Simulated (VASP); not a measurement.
# Al (Cm) in VASP: a series of runs

Runs on Al. Level: PBEsol. Tasks: single point.

Everything below comes from runs of VASP 6.6.1. Logs are shortened: lines on timing, memory, paths and dates and some standing lists are left out, and cuts for length are marked.

### Step 1. The cell of the first run

It takes space group Cm (No. 8, monoclinic). Conventional cell: a = 19.281 Å, b = 2.836 Å, c = 10.795 Å, α = 90.00°, β = 103.41°, γ = 90.00°. Al (site symmetry m) has 12 Al at 2.84 to 3.71 Å within 3.8 Å. Al (site symmetry m) has 12 Al at 2.84 to 2.85 Å within 3.7 Å. Within 3.7 Å of Al (site symmetry m) lie 12 Al at 2.84 to 2.85 Å. Al (site symmetry m) has 12 Al at 2.84 to 3.71 Å within 3.8 Å. Within 3.8 Å of Al (site symmetry m) lie 12 Al at 2.84 to 3.71 Å. Within 3.8 Å of Al (site symmetry m) lie 12 Al at 2.84 to 3.71 Å. Within 3.7 Å of Al (site symmetry m) lie 12 Al at 2.84 to 2.85 Å. Within 3.7 Å of Al (site symmetry m) lie 12 Al at 2.84 to 2.85 Å.

### Step 2. Single point, PBEsol (the distance across one plane changed)

File INCAR:

```
SYSTEM = Al
PREC     = Accurate       ! precision mode
ENCUT    = 520            ! plane-wave cutoff, eV
EDIFF    = 1E-6           ! SCF threshold, eV
ISMEAR   = 0              ! smearing method
SIGMA    = 0.15           ! smearing width, eV
LREAL    = Auto         
LASPH    = .True.         ! aspherical terms in the spheres
NELM     = 60             ! most SCF steps
ALGO     = Fast           ! electronic algorithm
ISIF     = 2              ! what is computed and relaxed
LWAVE    = .False.        ! write WAVECAR
LCHARG   = .False.        ! write CHGCAR
GGA      = PS             ! functional
ISYM     = 0            
NBANDS   = 38             ! bands
```

File KPOINTS:

```
Automatic mesh
0
Gamma
  5 17 5
  0 0 0
```

File POSCAR:

```
Al
1.0
   -1.4181422459     -2.4562944223      9.3221494550
    1.4181422459     -2.4562944223      0.0000000000
    9.3462960747      5.3960865546      0.2547937542
Al
16
Direct
   -0.0012883939      0.5006441970      0.0471385214
   -0.0074707065      0.0037353532      0.2733310423
   -0.0136530190      0.5068265095      0.4995235633
   -0.0198353316      0.0099176658      0.7257160843
    0.2265583194      0.3867208403      0.8576617215
    0.2451052571      0.8774473715      0.1790841586
    0.2389229445      0.3805385277      0.4052766796
    0.2327406320      0.8836296840      0.6314692005
    0.4770735121      0.7614632439      0.8388123448
    0.4956204498      0.2521897751      0.1602347819
    0.4894381372      0.7552809314      0.3864273028
    0.4832558247      0.2583720877      0.6126198238
    0.7461356425      0.6269321788      0.1413854051
    0.7399533299      0.1300233350      0.3675779261
    0.7337710174      0.6331144913      0.5937704471
    0.7275887048      0.1362056476      0.8199629681
```

Potentials or basis: VASP PAW PBE potentials, release 64 (Al).

Started as:

```
cat potpaw_PBE.64/Al/POTCAR > POTCAR
mpirun -np 1 vasp_std > vasp.out
```

OUTCAR:

```text
SYSTEM = Al
   PREC = Accurate
   ENCUT = 520
   EDIFF = 1E-6
   ISMEAR = 0
   LREAL = Auto
   LASPH = .True.
   NELM = 60
   ISIF = 2
   GGA = PS
   ISYM = 0

 ion  position               nearest neighbor table
   1  0.999  0.501  0.047-   2 2.84   2 2.84   6 2.85   6 2.85  13 2.85   5 3.33
   2  0.993  0.004  0.273-   1 2.84   1 2.84   3 2.84   3 2.84  13 2.85  13 2.85   6 2.85   7 2.85
                             7 2.85  14 2.85
   3  0.986  0.507  0.500-   2 2.84   2 2.84   4 2.84   4 2.84   7 2.85   8 2.85   8 2.85  14 2.85
                            14 2.85  15 2.85
   4  0.980  0.010  0.726-   3 2.84   3 2.84  15 2.85   5 2.85  15 2.85   5 2.85   8 2.85  16 2.85
[... 4 lines left out ...]
   7  0.239  0.381  0.405-   8 2.84   8 2.84   6 2.84   6 2.84   3 2.85  11 2.85  12 2.85  11 2.85
                             2 2.85   2 2.85
   8  0.233  0.884  0.631-   7 2.84   7 2.84   5 2.84   5 2.84  12 2.85   3 2.85   3 2.85  12 2.85
                             9 2.85   4 2.85
   9  0.477  0.761  0.839-  12 2.84  12 2.84  16 2.85   5 2.85   5 2.85  16 2.85   8 2.85
  10  0.496  0.252  0.160-  11 2.84  11 2.84  14 2.85   6 2.85   6 2.85  13 2.85  13 2.85
  11  0.489  0.755  0.386-  10 2.84  10 2.84  12 2.84  12 2.84   6 2.85  14 2.85  14 2.85   7 2.85
                             7 2.85  15 2.85
  12  0.483  0.258  0.613-  11 2.84   9 2.84  11 2.84   9 2.84   8 2.85  15 2.85  15 2.85   8 2.85
                             7 2.85  16 2.85
  13  0.746  0.627  0.141-  14 2.84  14 2.84   2 2.85   2 2.85  10 2.85   1 2.85  10 2.85
  14  0.740  0.130  0.368-  15 2.84  13 2.84  15 2.84  13 2.84  10 2.85  11 2.85  11 2.85   3 2.85
                             3 2.85   2 2.85
  15  0.734  0.633  0.594-  14 2.84  14 2.84  16 2.84  16 2.84  12 2.85   4 2.85   4 2.85  12 2.85
                             3 2.85  11 2.85
  16  0.728  0.136  0.820-  15 2.84  15 2.84   9 2.85   9 2.85  12 2.85   4 2.85

IMPORTANT INFORMATION: All symmetrisations will be switched off!
NOSYMM: (Re-)initialisation of all symmetry stuff for point group C_1.

----------------------------------------------------------------------------------------

                                     Primitive cell

  volume of cell :     287.1230

  direct lattice vectors                    reciprocal lattice vectors
    -1.418142246 -2.456294422  9.322149455    -0.002179722 -0.001258463  0.106608212
     1.418142246 -2.456294422  0.000000000     0.177376831 -0.304708758 -0.053304106
     9.346296075  5.396086555  0.254793754     0.079749588  0.046043446  0.024263988

  length of vectors
     9.744074106  2.836284492 10.795180419     0.106637919  0.356582803  0.095229916

  position of ions in fractional coordinates (direct lattice)
     0.998711606  0.500644197  0.047138521
     0.992529293  0.003735353  0.273331042
     0.986346981  0.506826510  0.499523563
     0.980164668  0.009917666  0.725716084
     0.226558319  0.386720840  0.857661722
     0.245105257  0.877447371  0.179084159
[... 8 lines left out ...]
     0.733771017  0.633114491  0.593770447
     0.727588705  0.136205648  0.819962968

  ion indices of the primitive-cell ions
   primitive index   ion index
                 1           1
                 2           2
                 3           3
                 4           4
                 5           5
                 6           6
[... 8 lines left out ...]
                15          15
                16          16

----------------------------------------------------------------------------------------

 KPOINTS: Automatic mesh

Automatic generation of k-mesh.
 Grid dimensions read from file:
 generate k-points for:    5   17    5

 Generating k-lattice:

  Cartesian coordinates                     Fractional coordinates (reciprocal lattice)
    -0.000435944 -0.000251693  0.021321642     0.200000000  0.000000000 -0.000000000
     0.010433931 -0.017924045 -0.003135536     0.000000000  0.058823529 -0.000000000
     0.015949918  0.009208689  0.004852798     0.000000000  0.000000000  0.200000000

  Length of vectors
     0.021327584  0.020975459  0.019045983

  Shift w.r.t. Gamma in fractional coordinates (k-lattice)
     0.000000000  0.000000000  0.000000000

 -----------------------------------------------------------------------------
|                                                                             |
|           W    W    AA    RRRRR   N    N  II  N    N   GGGG   !!!           |
|           W    W   A  A   R    R  NN   N  II  NN   N  G    G  !!!           |
|           W    W  A    A  R    R  N N  N  II  N N  N  G       !!!           |
|           W WW W  AAAAAA  RRRRR   N  N N  II  N  N N  G  GGG   !            |
|           WW  WW  A    A  R   R   N   NN  II  N   NN  G    G                |
|           W    W  A    A  R    R  N    N  II  N    N   GGGG   !!!           |
|                                                                             |
|     Your reciprocal lattice and k-lattice belong to different lattice       |
|     classes:                                                                |
|                                                                             |
|        The reciprocal lattice is base-centered monoclinic,                  |
|        whereas your k-lattice is triclinic.                                 |
|                                                                             |
|     Results are often still useful ...                                      |
|                                                                             |
 -----------------------------------------------------------------------------

 WARNING: IBZKPT: internal override: KBLOWUP is changed to .FALSE.
      ... skipping the blow-up phase ...

 Subroutine IBZKPT returns following result:
 ===========================================

 Found    213 irreducible k-points:

 Following reciprocal coordinates:
            Coordinates               Weight
  0.000000  0.000000  0.000000      1.000000
  0.200000  0.000000  0.000000      2.000000
  0.400000  0.000000  0.000000      2.000000
  0.000000  0.058824  0.000000      2.000000
  0.200000  0.058824 -0.000000      2.000000
  0.400000  0.058824 -0.000000      2.000000
[... 16 lines left out ...]
 -0.200000  0.235294  0.000000      2.000000
  0.000000  0.294118 -0.000000      2.000000
 [... further k-points ...]
   k-points           NKPTS =    213   k-points in BZ     NKDIM =    213   number of bands    NBANDS=     38
   number of dos      NEDOS =    301   number of ions     NIONS =     16
   total plane-waves  NPLWV = 138240
   dimension x,y,z NGX =    72 NGY =   24 NGZ =   80
   dimension x,y,z NGXF=   144 NGYF=   48 NGZF=  160
   ions per type =              16
   NGX,Y,Z   is equivalent  to a cutoff of  12.28, 14.07, 12.32 a.u.
   NGXF,Y,Z  is equivalent  to a cutoff of  24.57, 28.13, 24.64 a.u.
 SYSTEM =  Al
   PREC   = accura    normal or accurate (medium, high low for compatibility)
   ISTART =      0    job   : 0-new  1-cont  2-samecut
   ICHARG =      2    charge: 1-file 2-atom 10-const
   ISPIN  =      1    spin polarized calculation?
   LNONCOLLINEAR =      F non collinear calculations
   LSORBIT =      F    spin-orbit coupling
   LASPH  =      T    aspherical Exc in radial PAW
   ENCUT  =  520.0 eV  38.22 Ry    6.18 a.u.  18.12  5.27 20.07*2*pi/ulx,y,z
   NELM   =     60;   NELMIN=  2; NELMDL= -5     # of ELM steps
   EDIFF  = 0.1E-05   stopping-criterion for ELM
   LREAL  =      T    real-space projection
   EDIFFG = 0.1E-04   stopping-criterion for IOM
   NSW    =      0    number of steps for IOM
   IBRION =     -1    ionic relax: 0-MD 1-quasi-New 2-CG
   NFREE  =      0    steps in history (QN), initial steepest desc. (CG)
   ISIF   =      2    stress and relaxation
   ISYM   =      0    0-nonsym 1-usesym 2-fastsym
   POTIM  = 0.5000    time-step for ionic-motion
   TEBEG  =    0.0;   TEEND  =   0.0 temperature during run
   PSTRESS=    0.0 pullay stress
   NELECT =      48.0000    total number of electrons
   NUPDOWN=      -1.0000    fix difference up-down
   EMIN   =  10.00;   EMAX   =-10.00  energy-range for DOS
   EFERMI =   0.00;   METHOD = LEGACY
   ISMEAR =     0;   SIGMA  =   0.15  broadening in eV -4-tet -1-fermi 0-gaus
   EFERMI_NEDOS =   21; number of points for ismear=-14 and -15
   IALGO  =     68    algorithm
   IMIX   =      4    mixing-type and parameters
     AMIX     =   0.40;   BMIX     =  1.00
     AMIX_MAG =   1.60;   BMIX_MAG =  1.00
  volume/ion in A,a.u.               =      17.95       121.10
  Fermi-wavevector in a.u.,A,eV,Ry     =   0.901846  1.704243 11.065984  0.813327
  Thomas-Fermi vector in A             =   2.024977
   LORBIT       =      0    0 simple, 1 ext, 2 COOP (PROOUT), +10 PAW based schemes
   GGA     = PS    functional components
   LHFCALC =     F    Hartree Fock is set to
   AEXX    =    0.0000 exact exchange contribution
   IVDW    =     0    specifies the selected vdW correction
   LEPSILON=     F    determine dielectric tensor
   LRPA    =     F    only Hartree local field effects (RPA)
 non-spin polarized calculation
 RMM-DIIS sequential band-by-band and
 Gauss-broadening in eV      SIGMA  =   0.15
  energy-cutoff  :      520.00
  volume of cell :      287.12
 maximum number of plane-waves:      7762
   NGX = 37   NGY = 11   NGZ = 41

 number of electron      48.0000000 magnetization

 Free energy of the ion-electron system (eV)
  ---------------------------------------------------
  ext. energy  EPLUGINS =         0.00000000
  ---------------------------------------------------
  free energy    TOTEN  =       -63.61869008 eV

  energy without entropy =      -63.54803530  energy(sigma->0) =      -63.58336269

 E-fermi :   7.0245     XC(G=0):  -9.9004

 val. band max:        7.0240810997   @ k =  -0.2000   0.2941   0.0000
 cond. band min:       7.0271093030   @ k =   0.2000  -0.0588   0.2000
 fundamental gap:      0.0030282033
 Fermi energy:         7.0244528185

 k-point     1 :       0.0000    0.0000    0.0000
  band No.  band energies     occupation
      1      -3.8996      2.00000
      2      -2.7409      2.00000
      3      -2.3121      2.00000
      4      -2.2520      2.00000
      5      -1.7220      2.00000
      6      -1.3855      2.00000
[... 925 lines left out ...]
     35       9.6085      0.00000
     36       9.8051      0.00000

 [... further k-points ...]

 [bands above 36 left out]

------------------------ aborting loop because EDIFF is reached ----------------------------------------

  FORCE on cell =-STRESS in cart. coord.  units (eV):
  Direction    XX          YY          ZZ          XY          YZ          ZX
  --------------------------------------------------------------------------------------
  -------------------------------------------------------------------------------------
  Total       -4.7678204     -4.1613738     -4.7835610     -0.5662324     -0.1021335     -0.2085353
  in kB      -26.6049492    -23.2209121    -26.6927838     -3.1596376     -0.5699157     -1.1636494
  external PRESSURE =     -25.5062150 kB  Pullay stress =       0.0000000 kB

 VOLUME and BASIS-vectors are now :
 -----------------------------------------------------------------------------
  energy-cutoff  :      520.00
  volume of cell :      287.12
      direct lattice vectors                 reciprocal lattice vectors
    -1.418142246 -2.456294422  9.322149455    -0.002179722 -0.001258463  0.106608212
     1.418142246 -2.456294422  0.000000000     0.177376831 -0.304708758 -0.053304106
     9.346296075  5.396086555  0.254793754     0.079749588  0.046043446  0.024263988

 POSITION                                       TOTAL-FORCE (eV/Angst)
 -----------------------------------------------------------------------------------
     -0.26576     -3.42850      9.32215        -0.552916     -0.319095     -0.184415
      1.15238     -0.97220      9.32215         0.090755      0.053100     -0.050777
      3.98867     -0.97220      9.32215        -0.009221     -0.007946      0.002046
      5.40681      1.48409      9.32215         0.334906      0.192465      0.063244
      8.24309      3.12162      2.33054         0.495360      0.287480     -0.013701
      2.57052     -1.79097      2.33054        -0.348051     -0.201919      0.013105
[... 8 lines left out ...]
      5.40681     -0.15344      6.99161        -0.015519     -0.006705     -0.012781
      6.82495      2.30286      6.99161         0.432542      0.248573      0.328470
 -----------------------------------------------------------------------------------
    total drift:                               -0.005456      0.009721     -0.000873

  FREE ENERGIE OF THE ION-ELECTRON SYSTEM (eV)
  ---------------------------------------------------
  free  energy   TOTEN  =       -63.6186900782 eV

  energy  without entropy=      -63.5480352955  energy(sigma->0) =      -63.58336269
```

Run time: 68 min. Hardware: 1 thread of Oxide Virtual Turin-like, shared host; peak memory 1.3 GiB.

Results:

* Free energy: -63.6187 eV
* Pressure: -2.6 GPa
* Largest force: 0.664 eV/Å
* Band gap on the k mesh: zero (bands 24 and 25 overlap by 1.91 eV)

Forces in eV/Å, atoms in the order of the input:
```
Al  -0.553 -0.319 -0.184
Al   0.091  0.053 -0.051
Al  -0.009 -0.008  0.002
Al   0.335  0.192  0.063
Al   0.495  0.287 -0.014
Al  -0.348 -0.202  0.013
Al   0.045  0.025 -0.015
Al  -0.072 -0.040  0.004
Al   0.388  0.226  0.142
Al  -0.395 -0.228 -0.112
Al   0.067  0.039  0.028
Al  -0.110 -0.062 -0.018
Al  -0.376 -0.219 -0.226
Al   0.025  0.014  0.051
Al  -0.016 -0.007 -0.013
Al   0.433  0.249  0.328
```

Levels at points of the mesh, in eV from the Fermi level:
```tsv
k point	band 20	band 21	band 22	band 23	band 24	band 25	band 26	band 27	band 28	band 29
(0.00, 0.00, 0.00)	-1.90	-1.55	-0.83	-0.68	0.70	0.94	1.11	1.46	2.76	2.85
```

Caveat: the cell differs from its parent crystal (the distance across one plane changed); the PAW data sets were made with another functional, which shifts forces and pressure a little.

### Step 3. Single point, PBEsol (the distance across one plane changed)

File INCAR:

```
SYSTEM = Al
  PREC = Accurate
  ENCUT = 520
  EDIFF = 1E-7
  ISMEAR = 0
  SIGMA = 0.15
  LREAL = Auto
  LASPH = .TRUE.
  NELM = 60
  ALGO = Fast
  ISIF = 2
  LWAVE = .FALSE.
  LCHARG = .FALSE.
  GGA = PS
  ISYM = 0
  NBANDS = 38
```

File KPOINTS:

```
Automatic mesh
0
G
  5 17 5
  0 0 0
```

File POSCAR:

```
Al
1.0
   -1.4181422459     -2.4562944223      9.3221494550
    1.4181422459     -2.4562944223      0.0000000000
   10.1837386740      5.8795842647      0.5095875085
Al
16
Direct
   -0.0023527369      0.5011763685      0.0430398409
   -0.0136422616      0.0068211308      0.2495649894
   -0.0249317862      0.5124658931      0.4560901378
   -0.0362213108      0.0181106554      0.6626152862
    0.2071931332      0.3964034334      0.7830882894
    0.2410617070      0.8794691465      0.1635128442
    0.2297721824      0.3851139088      0.3700379926
    0.2184826578      0.8907586711      0.5765631410
    0.4581339269      0.7709330366      0.7658778604
    0.4920025008      0.2539987496      0.1463024151
    0.4807129761      0.7596435119      0.3528275636
    0.4694234515      0.2652882742      0.5593527120
    0.7429432945      0.6285283528      0.1290919861
    0.7316537698      0.1341731151      0.3356171346
    0.7203642452      0.6398178774      0.5421422830
    0.7090747206      0.1454626397      0.7486674314
```

Potentials or basis: VASP PAW PBE potentials, release 64 (Al).

Started as:

```
cat potpaw_PBE.64/Al/POTCAR > POTCAR
mpirun -np 1 vasp_std > vasp.out
```

Run time: 87 min. Hardware: 1 thread of Oxide Virtual Turin-like, shared host; peak memory 1.4 GiB.

It converged, with:

| Item | Value |
| --- | --- |
| Free energy | -62.3287 eV |
| Pressure | -2.1 GPa |
| Largest force | 0.311 eV/Å |
| Band gap on the k mesh | zero (bands 24 and 25 overlap by 1.33 eV) |

Forces in eV/Å, atoms in the order of the input:
```
Al  -0.242 -0.140 -0.122
Al   0.150  0.087 -0.029
Al  -0.019 -0.013  0.004
Al   0.264  0.146  0.075
Al   0.221  0.126 -0.020
Al  -0.234 -0.131 -0.002
Al   0.088  0.053 -0.022
Al  -0.080 -0.049  0.011
Al   0.151  0.087  0.021
Al  -0.162 -0.096  0.016
Al   0.091  0.055  0.041
Al  -0.126 -0.067 -0.008
Al  -0.220 -0.123 -0.143
Al   0.014  0.005  0.076
Al  -0.071 -0.043 -0.021
Al   0.176  0.103  0.123
```

Stress tensor (GPa, compression positive):
```
-1.83  0.27  0.19
 0.27 -2.16  0.16
 0.19  0.16 -2.31
```

Levels at points of the mesh, in eV from the Fermi level:
| k point | band 22 | band 23 | band 24 | band 25 | band 26 | band 27 |
| --- | --- | --- | --- | --- | --- | --- |
| (0.00, 0.00, 0.00) | -0.65 | -0.24 | 0.19 | 0.42 | 0.64 | 0.93 |

Caveat: the cell differs from its parent crystal (the distance across one plane changed); the PAW data sets were made with another functional, which shifts forces and pressure a little.
